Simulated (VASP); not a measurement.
# MoS2 (P-3m1) in VASP: settings compared, part 2 of 2

VASP 6.6.1. The steps go on from the part before.

### Step 3. Single point, revPBE+D4

This run uses another cell than the first one, of 16.34 Å³/atom.

File INCAR:

```
PREC = Accurate
ENCUT = 520
EDIFF = 1E-6
ISMEAR = -1
SIGMA = 0.05
LREAL = False
LASPH = True
NELM = 80
ALGO = Normal
ISIF = 2
LWAVE = False
LCHARG = False
GGA = RE
IVDW = 13
NBANDS = 20
```

File KPOINTS:

```
regular mesh
0
Gamma
  9 9 4
```

File POSCAR:

```
MoS2
1.0
    3.1680318265      0.0000000000      0.0000000000
   -1.5840159133      2.7435960417      0.0000000000
    0.0000000000      0.0000000000      5.6387145397
Mo S
1 2
Direct
    0.0000000000      0.0000000000      0.5000000000
    0.6666666667      0.3333333333      0.7781526466
    0.3333333333      0.6666666667      0.2218473534
```

Potentials or basis: VASP PAW PBE potentials, release 64 (Mo_sv, S).

On the command line:

```
$ cat potpaw_PBE.64/Mo_sv/POTCAR potpaw_PBE.64/S/POTCAR > POTCAR
$ mpirun -np 1 vasp_std > vasp.out
```

OUTCAR:

```text
PREC = Accurate
   ENCUT = 520
   EDIFF = 1E-6
   ISMEAR = -1
   LREAL = False
   LASPH = True
   NELM = 80
   ISIF = 2
   GGA = RE
   IVDW = 13

 ion  position               nearest neighbor table
   1  0.000  0.000  0.500-   2 2.41   3 2.41   3 2.41   2 2.41   2 2.41   3 2.41
   2  0.667  0.333  0.778-   1 2.41   1 2.41   1 2.41
   3  0.333  0.667  0.222-   1 2.41   1 2.41   1 2.41

  LATTYP: Found a hexagonal cell.
 ALAT       =     3.1680318265
 C/A-ratio  =     1.7798793852

  Lattice vectors:

 A1 = (   3.1680318265,   0.0000000000,   0.0000000000)
 A2 = (  -1.5840159133,   2.7435960417,   0.0000000000)
 A3 = (   0.0000000000,   0.0000000000,   5.6387145397)

Analysis of symmetry for initial positions (statically):
=====================================================================
 Subroutine PRICEL returns:
 Original cell was already a primitive cell.

 Routine SETGRP: Setting up the symmetry group for a
 hexagonal supercell.

 Subroutine GETGRP returns: Found 12 space group operations
 (whereof 12 operations were pure point group operations)
 out of a pool of 24 trial point group operations.

The static configuration has the point symmetry D_3d.

Analysis of symmetry for dynamics (positions and initial velocities):
=====================================================================
 Subroutine PRICEL returns:
 Original cell was already a primitive cell.

 Routine SETGRP: Setting up the symmetry group for a
 hexagonal supercell.

 Subroutine GETGRP returns: Found 12 space group operations
 (whereof 12 operations were pure point group operations)
 out of a pool of 24 trial point group operations.

The dynamic configuration has the point symmetry D_3d.

 Subroutine INISYM returns: Found 12 space group operations
 (whereof 12 operations are pure point group operations),
 and found     1 'primitive' translations

----------------------------------------------------------------------------------------

                                     Primitive cell

  volume of cell :      49.0106

  direct lattice vectors                    reciprocal lattice vectors
     3.168031827  0.000000000  0.000000000     0.315653395  0.182242572  0.000000000
    -1.584015913  2.743596042  0.000000000     0.000000000  0.364485145  0.000000000
     0.000000000  0.000000000  5.638714540     0.000000000  0.000000000  0.177345385

  length of vectors
     3.168031827  3.168031826  5.638714540     0.364485145  0.364485145  0.177345385

  position of ions in fractional coordinates (direct lattice)
     0.000000000  0.000000000  0.500000000
     0.666666667  0.333333333  0.778152647
     0.333333333  0.666666667  0.221847353

  ion indices of the primitive-cell ions
   primitive index   ion index
                 1           1
                 2           2
                 3           3

----------------------------------------------------------------------------------------

 KPOINTS: regular mesh

Automatic generation of k-mesh.
 Grid dimensions read from file:
 generate k-points for:    9    9    4

 Generating k-lattice:

  Cartesian coordinates                     Fractional coordinates (reciprocal lattice)
     0.035072599  0.020249175  0.000000000     0.111111111 -0.000000000  0.000000000
     0.000000000  0.040498349  0.000000000     0.000000000  0.111111111  0.000000000
     0.000000000  0.000000000  0.044336346     0.000000000  0.000000000  0.250000000

  Length of vectors
     0.040498349  0.040498349  0.044336346

  Shift w.r.t. Gamma in fractional coordinates (k-lattice)
     0.000000000  0.000000000  0.000000000

 Subroutine IBZKPT returns following result:
 ===========================================

 Found     43 irreducible k-points:

 Following reciprocal coordinates:
            Coordinates               Weight
  0.000000  0.000000  0.000000      1.000000
  0.111111 -0.000000  0.000000      6.000000
  0.222222  0.000000  0.000000      6.000000
  0.333333  0.000000  0.000000      6.000000
  0.444444  0.000000  0.000000      6.000000
  0.111111  0.111111  0.000000      6.000000
[... 16 lines left out ...]
  0.222222  0.111111  0.250000     12.000000
 -0.111111  0.333333  0.250000     12.000000
 [... further k-points ...]
   k-points           NKPTS =     43   k-points in BZ     NKDIM =     43   number of bands    NBANDS=     20
   number of dos      NEDOS =    301   number of ions     NIONS =      3
   total plane-waves  NPLWV =  24192
   dimension x,y,z NGX =    24 NGY =   24 NGZ =   42
   dimension x,y,z NGXF=    48 NGYF=   48 NGZF=   84
   ions per type =               1   2
   NGX,Y,Z   is equivalent  to a cutoff of  12.59, 12.59, 12.38 a.u.
   NGXF,Y,Z  is equivalent  to a cutoff of  25.19, 25.19, 24.77 a.u.
 SYSTEM =  unknown system
   PREC   = accura    normal or accurate (medium, high low for compatibility)
   ISTART =      0    job   : 0-new  1-cont  2-samecut
   ICHARG =      2    charge: 1-file 2-atom 10-const
   ISPIN  =      1    spin polarized calculation?
   LNONCOLLINEAR =      F non collinear calculations
   LSORBIT =      F    spin-orbit coupling
   LASPH  =      T    aspherical Exc in radial PAW
   ENCUT  =  520.0 eV  38.22 Ry    6.18 a.u.   5.89  5.89 10.48*2*pi/ulx,y,z
   NELM   =     80;   NELMIN=  2; NELMDL= -5     # of ELM steps
   EDIFF  = 0.1E-05   stopping-criterion for ELM
   LREAL  =      F    real-space projection
[... 7 lines left out ...]
   TEBEG  =    0.0;   TEEND  =   0.0 temperature during run
   PSTRESS=    0.0 pullay stress
   NELECT =      26.0000    total number of electrons
   NUPDOWN=      -1.0000    fix difference up-down
   EMIN   =  10.00;   EMAX   =-10.00  energy-range for DOS
   EFERMI =   0.00;   METHOD = LEGACY
   ISMEAR =    -1;   SIGMA  =   0.05  broadening in eV -4-tet -1-fermi 0-gaus
   EFERMI_NEDOS =   21; number of points for ismear=-14 and -15
   IALGO  =     38    algorithm
   IMIX   =      4    mixing-type and parameters
     AMIX     =   0.40;   BMIX     =  1.00
     AMIX_MAG =   1.60;   BMIX_MAG =  1.00
  volume/ion in A,a.u.               =      16.34       110.25
  Fermi-wavevector in a.u.,A,eV,Ry     =   1.325265  2.504387 23.896278  1.756327
  Thomas-Fermi vector in A             =   2.454738
   LORBIT       =      0    0 simple, 1 ext, 2 COOP (PROOUT), +10 PAW based schemes
   GGA     = RE    functional components
   LHFCALC =     F    Hartree Fock is set to
   AEXX    =    0.0000 exact exchange contribution
   IVDW    =    13    specifies the selected vdW correction
   LEPSILON=     F    determine dielectric tensor
   LRPA    =     F    only Hartree local field effects (RPA)
 non-spin polarized calculation
  energy-cutoff  :      520.00
  volume of cell :       49.01
 maximum number of plane-waves:      1338
   NGX = 11   NGY = 11   NGZ = 21

 number of electron      26.0000001 magnetization

 Free energy of the ion-electron system (eV)
  ---------------------------------------------------
  ext. energy  EPLUGINS =         0.00000000
  ---------------------------------------------------
  free energy    TOTEN  =       -19.71986027 eV

  energy without entropy =      -19.71057798  energy(sigma->0) =      -19.71521913

 E-fermi :   9.0132     XC(G=0): -11.3616

 val. band max:        8.9853384743   @ k =  -0.2222  -0.4444   0.2500
 cond. band min:       9.0332512610   @ k =   0.3333   0.3333   0.5000
 fundamental gap:      0.0479127866
 Fermi energy:         9.0131572142

 k-point     1 :       0.0000    0.0000    0.0000
  band No.  band energies     occupation
      1     -52.7730      2.00000
      2     -26.8542      2.00000
      3     -26.7442      2.00000
      4     -26.7442      2.00000
      5      -6.4555      2.00000
      6      -4.3229      2.00000
[... 12 lines left out ...]
     19      16.1412      0.00000
     20      18.3473      0.00000

 k-point     2 :       0.1111   -0.0000    0.0000
  band No.  band energies     occupation
      1     -52.7683      2.00000
      2     -26.8450      2.00000
      3     -26.7908      2.00000
      4     -26.7548      2.00000
      5      -6.2578      2.00000
      6      -4.2923      2.00000
[... 498 lines left out ...]
 k-point    24 :      -0.1111    0.3333    0.2500
  band No.  band energies     occupation
      1     -52.7474      2.00000
      2     -26.9814      2.00000
      3     -26.8170      2.00000
      4     -26.8028      2.00000
      5      -5.0436      2.00000
      6      -4.3825      2.00000
[... 12 lines left out ...]
     19      17.3476      0.00000
     20      18.1168      0.00000

 [... further k-points ...]

------------------------ aborting loop because EDIFF is reached ----------------------------------------

  DFT-D4 for vdW energy calculation

  Edisp (eV):   -2.58080

  FORCE on cell =-STRESS in cart. coord.  units (eV):
  Direction    XX          YY          ZZ          XY          YZ          ZX
  --------------------------------------------------------------------------------------
  -------------------------------------------------------------------------------------
  Total      -0.06231    -0.06231    -0.05444     0.00000     0.00000     0.00000
  in kB      -2.03685    -2.03685    -1.77958     0.00000     0.00000     0.00000
  external pressure =       -1.95 kB  Pullay stress =        0.00 kB

 VOLUME and BASIS-vectors are now :
 -----------------------------------------------------------------------------
  energy-cutoff  :      520.00
  volume of cell :       49.01
      direct lattice vectors                 reciprocal lattice vectors
     3.168031827  0.000000000  0.000000000     0.315653395  0.182242572  0.000000000
    -1.584015913  2.743596042  0.000000000     0.000000000  0.364485145  0.000000000
     0.000000000  0.000000000  5.638714540     0.000000000  0.000000000  0.177345385

 POSITION                                       TOTAL-FORCE (eV/Angst)
 -----------------------------------------------------------------------------------
      0.00000      0.00000      2.81936        -0.000000      0.000000      0.000000
      1.58402      0.91453      4.38778        -0.000000     -0.000000     -0.023953
     -0.00000      1.82906      1.25093         0.000000      0.000000      0.023953
 -----------------------------------------------------------------------------------
    total drift:                               -0.000000      0.000000      0.000000

  FREE ENERGIE OF THE ION-ELECTRON SYSTEM (eV)
  ---------------------------------------------------
  free  energy   TOTEN  =       -22.3006610777 eV

  energy  without entropy=      -22.2913787793  energy(sigma->0) =      -22.29601993
```

OSZICAR:

```text
N       E                     dE             d eps       ncg     rms          rms(c)
DAV:   1     0.199529515994E+03    0.19953E+03   -0.14906E+04  1768   0.124E+03
DAV:   2    -0.136131867954E+02   -0.21314E+03   -0.20795E+03  2104   0.327E+02
DAV:   3    -0.210762344027E+02   -0.74630E+01   -0.73467E+01  2080   0.580E+01
DAV:   4    -0.211603250780E+02   -0.84091E-01   -0.83999E-01  2052   0.663E+00
DAV:   5    -0.211615091641E+02   -0.11841E-02   -0.11839E-02  2132   0.748E-01    0.241E+01
DAV:   6    -0.202300329545E+02    0.93148E+00   -0.14075E+01  1820   0.204E+01    0.102E+01
DAV:   7    -0.198655995587E+02    0.36443E+00   -0.62697E+00  1776   0.128E+01    0.653E+00
DAV:   8    -0.197176892908E+02    0.14791E+00   -0.86370E-01  1916   0.508E+00    0.201E+00
DAV:   9    -0.197214729376E+02   -0.37836E-02   -0.28539E-02  1988   0.108E+00    0.694E-01
DAV:  10    -0.197199066535E+02    0.15663E-02   -0.15001E-02  1924   0.731E-01    0.120E-01
DAV:  11    -0.197198636482E+02    0.43005E-04   -0.68100E-04  1960   0.178E-01    0.590E-02
DAV:  12    -0.197198399068E+02    0.23741E-04   -0.86178E-05  1960   0.588E-02    0.346E-02
DAV:  13    -0.197198601557E+02   -0.20249E-04   -0.33531E-05  1860   0.355E-02    0.845E-03
DAV:  14    -0.197198602747E+02   -0.11898E-06   -0.30471E-06  1872   0.102E-02
   1 F= -.22300661E+02 E0= -.22296020E+02  d E =-.928230E-02
```

stdout:

```text
POSCAR found type information on POSCAR MoS
 POSCAR found :  2 types and       3 ions
 scaLAPACK will be used
 -----------------------------------------------------------------------------
|                                                                             |
|                                                                             |
|     You enforced a specific xc type in the INCAR file but a different       |
|     I HOPE YOU KNOW WHAT YOU ARE DOING!                                     |
|                                                                             |
 -----------------------------------------------------------------------------

 LDA part: xc-table for (Slater+PW92), standard interpolation
 POSCAR, INCAR and KPOINTS ok, starting setup
 FFT: planning ... GRIDC
 FFT: planning ... GRID_SOFT
 FFT: planning ... GRID
 WAVECAR not read
 entering main loop
```

Wall time 28 s (1 thread of Intel Xeon Platinum 8488C (Sapphire Rapids), shared host); peak memory 0.18 GiB.

Results:

| Property | Result |
| --- | --- |
| Free energy | -22.3007 eV |
| Pressure | -0.2 GPa |
| Largest force | 0.024 eV/Å |
| Band gap on the k mesh | zero (bands 13 and 14 overlap by 1.30 eV) |
| Dispersion energy per atom | -0.860 eV |

Forces on the atoms (eV/Å):
```
Mo   0.000  0.000  0.000
S    0.000  0.000 -0.024
S    0.000  0.000  0.024
```

Caveat: the PAW data sets were made with another functional, which shifts forces and pressure a little.

### Step 4. Relaxation of cell and atoms, revPBE+D3(BJ)

This run uses another cell than the first one, of 18.98 Å³/atom.

File INCAR:

```
PREC = Accurate
ENCUT = 600
EDIFF = 1E-6
ISMEAR = -1
SIGMA = 0.05
LREAL = F
LASPH = T
NELM = 100
ALGO = Normal
ISIF = 3
LWAVE = F
LCHARG = F
GGA = RE
IVDW = 12
IBRION = 2
NSW = 60
EDIFFG = -0.01
```

File KPOINTS:

```
Automatic mesh
0
Gamma
  9 9 4
```

File POSCAR:

```
MoS2
1.0
    3.2274645616      0.0000000000      0.0000000000
   -1.6137322808      2.7950663001      0.0000000000
    0.0000000000      0.0000000000      6.3124734200
Mo S
1 2
Direct
    0.0000000000      0.0000000000      0.5000000000
    0.6666666667      0.3333333333      0.7446806800
    0.3333333333      0.6666666667      0.2553193200
```

On the command line:

```
$ cat potpaw_PBE.64/Mo_sv/POTCAR potpaw_PBE.64/S/POTCAR > POTCAR
$ mpirun -np 1 vasp_std > vasp.out
```

It took 9 min on 1 thread of Intel Xeon Platinum 8488C (Sapphire Rapids), shared host; peak memory 0.24 GiB.

The run converged. Its results:

| Property | Result |
| --- | --- |
| Free energy | -22.4690 eV |
| Relaxed volume | 16.06 Å³/atom |
| Relaxed cell | a = 3.158 Å, b = 3.158 Å, c = 5.575 Å, α = 90.00°, β = 90.00°, γ = 120.00° |
| Space group after relaxing (to 0.1 Å) | P-3m1 (No. 164) |
| Energy gained by relaxing | 65.1 meV/atom |
| Ionic steps | 21 |
| Pressure after relaxing | 0.0 GPa |
| Band gap on the k mesh | zero (bands 13 and 14 overlap by 1.35 eV) |
| Dispersion energy per atom | -0.932 eV |

Stress tensor (GPa, compression positive):
```
-0.07  0.00  0.00
 0.00 -0.07  0.00
 0.00  0.00  0.04
```

Step by step:
```csv
step,energy change (eV),largest force (eV/Å),pressure (GPa),volume (Å³)
1,0.0000,0.3077,-4.03,56.94
2,-0.0352,1.1274,4.17,53.09
3,-0.0434,0.8707,1.46,54.21
4,-0.0871,0.4169,0.31,53.13
5,-0.0944,0.1491,-0.37,52.46
6,-0.1079,0.1579,-0.20,51.99
7,-0.1440,0.1836,0.56,50.56
8,-0.1829,0.2560,3.15,47.68
9,-0.1916,0.0386,1.32,47.83
10,-0.1934,0.1174,0.05,47.94
11,-0.1934,0.1104,0.09,47.94
12,-0.1941,0.0893,0.09,47.97
13,-0.1953,0.0262,0.08,48.04
14,-0.1954,0.0097,0.09,48.06
15,-0.1954,0.0068,0.07,48.06
16,-0.1954,0.0128,0.02,48.09
17,-0.1954,0.0199,-0.07,48.12
18,-0.1954,0.0193,-0.08,48.13
19,-0.1954,0.0174,-0.10,48.15
20,-0.1954,0.0129,-0.12,48.19
21,-0.1954,0.0020,-0.03,48.17
```

Final structure:
```cif
data_structure
_symmetry_space_group_name_H-M 'P 1'
_symmetry_Int_Tables_number 1
_cell_length_a 3.1584
_cell_length_b 3.1584
_cell_length_c 5.5754
_cell_angle_alpha 90.000
_cell_angle_beta 90.000
_cell_angle_gamma 120.000
_cell_volume 48.17
loop_
_atom_site_label
_atom_site_type_symbol
_atom_site_fract_x
_atom_site_fract_y
_atom_site_fract_z
_atom_site_occupancy
Mo1 Mo 0.00000 0.00000 0.50000 1
S1 S 0.66667 0.33333 0.78158 1
S2 S 0.33333 0.66667 0.21842 1
```

Levels at points of the mesh, in eV from the Fermi level:
| k point | band 10 | band 11 | band 12 | band 13 | band 14 | band 15 | band 16 | band 17 |
| --- | --- | --- | --- | --- | --- | --- | --- | --- |
| (0.00, 0.00, 0.00) | -1.52 | -0.94 | -0.94 | -0.81 | -0.15 | -0.15 | 2.77 | 2.77 |
| (0.00, 0.00, 0.50) | -3.96 | -0.97 | -0.97 | -0.55 | -0.55 | 0.32 | 3.54 | 3.54 |

Caveat: the volume moved by over 15 % at a fixed basis, so the end points are rough; the PAW data sets were made with another functional, which shifts forces and pressure a little.

### Step 5. The runs side by side

| task | level | cell | cutoff (eV) | gap on the mesh (eV) | pressure (GPa) | largest force (eV/Å) |
| --- | --- | --- | --- | --- | --- | --- |
| single point | revPBE+D3(BJ) | a = 3.159, b = 3.159, c = 5.572 Å, angles 90.0, 90.0, 120.0°, 3 atoms, atomic positions A | 520 | none | -0.2 | 0.02 |
| single point | revPBE+D4 | a = 3.168, b = 3.168, c = 5.639 Å, angles 90.0, 90.0, 120.0°, 3 atoms, atomic positions A | 520 | none | -0.2 | 0.02 |
| relaxation of cell and atoms | revPBE+D3(BJ) | relaxed from a = 3.227, b = 3.227, c = 6.312 Å, angles 90.0, 90.0, 120.0°, 3 atoms, atomic positions B | 600 | none | 0.0 | - |

Alike in all rows: potentials or basis VASP PAW PBE potentials, release 64 (Mo_sv, S); no spin polarisation; k mesh 9 × 9 × 4; smearing fermi-dirac 0.05 eV.

Caveats: the PAW data sets were made with another functional, which shifts forces and pressure a little; the volume moved by over 15 % at a fixed basis, so the end points are rough (at least some runs).

Absolute energies hang on the potentials; compare differences alone.
